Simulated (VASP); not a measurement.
Write the native input for VASP 6.6.1 that does the following.

| Property | Result |
| --- | --- |
| Task | single point |
| Functional | LDA |
| Potentials or basis | VASP PAW LDA potentials, release 64 (Os) |
| Cutoff | 600 eV |
| k mesh | 7 × 7 × 7 |
| Occupations | fermi-dirac, width 0.05 eV |
| Spin | no spin polarisation |
| Dipole correction | no |
| Further INCAR settings | ALGO = Normal; EDIFF = 1e-06; NBANDS = 15 |

The structure of Os lies in POSCAR:

```
Os
1.0
    0.0000000000      2.7356361355      2.7356361355
    2.7356361355      0.0000000000      2.7356361355
    2.7356361355      2.7356361355      0.0000000000
Os
2
Direct
    1.0000000000      1.0000000000      1.0000000000
    0.2500000000      0.2500000000      0.2500000000
```

This isn't the form of Os at room conditions, which is hcp.

The input as run:

INCAR

```
SYSTEM = Os
PREC     = Accurate       ! precision mode
ENCUT    = 600            ! plane-wave cutoff, eV
EDIFF    = 1E-6           ! SCF threshold, eV
ISMEAR   = -1             ! smearing method
SIGMA    = 0.05           ! smearing width, eV
LREAL    = .False.        ! projectors in reciprocal space
LASPH    = .True.         ! aspherical terms in the spheres
NELM     = 120            ! most SCF steps
ALGO     = Normal         ! electronic algorithm
ISIF     = 2              ! what is computed and relaxed
LWAVE    = .False.        ! write WAVECAR
LCHARG   = .False.        ! write CHGCAR
NBANDS   = 15             ! bands
GGA_COMPAT= .False.
```

KPOINTS

```
regular mesh
0
Gamma
  7 7 7
  0 0 0
```

Potentials or basis: VASP PAW LDA potentials, release 64 (Os).

Launch:

```bash
$ cat potpaw_LDA.64/Os/POTCAR > POTCAR
$ mpirun -np 1 vasp_std > vasp.out
```

It gave:

* Pressure: -1.3 GPa
* Band gap on the k mesh: zero (bands 8 and 9 overlap by 1.06 eV)

Caveat: spin-orbit coupling is left out, which moves the levels of the heavy elements.

Run time: 5.8 s on 1 thread of Intel(R) Xeon(R) 6975P-C (Granite Rapids), on a shared host, peak memory 0.15 GiB.
